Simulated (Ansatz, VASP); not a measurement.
## SnTe in VASP and in Ansatz

```
CELL_PARAMETERS angstrom
0.00000 3.12970 3.12970
3.12970 0.00000 3.12970
3.12970 3.12970 0.00000
ATOMIC_POSITIONS crystal
Te 0.50000 0.50000 0.50000
Sn 0.00000 0.00000 0.00000
```

Alike in both runs: task single point; functional RPBE; k mesh 7 × 7 × 7; occupations fermi-dirac, width 0.05 eV; no spin polarisation.

```csv
,VASP,Ansatz
version,VASP 6.6.1,Ansatz 0.2.0
potentials or method,"VASP PAW PBE potentials, release 64 (Te, Sn_d)",Ansatz PAW
plane-wave cutoff (eV),520,420
valence electrons in the cell,20,30
```

|  | VASP | Ansatz | Ansatz less VASP |
| --- | --- | --- | --- |
| pressure (GPa) | 4.7 | 4.7 | +0.03 |

VASP's potentials were made for PBE, not for RPBE. With one functional, cell and mesh, what is left measures potentials, basis and numerics. VASP's potentials hold 20 valence electrons a cell and Ansatz's 30, so a difference there can come from the potentials and not from the codes.

Spin-orbit coupling is off throughout.
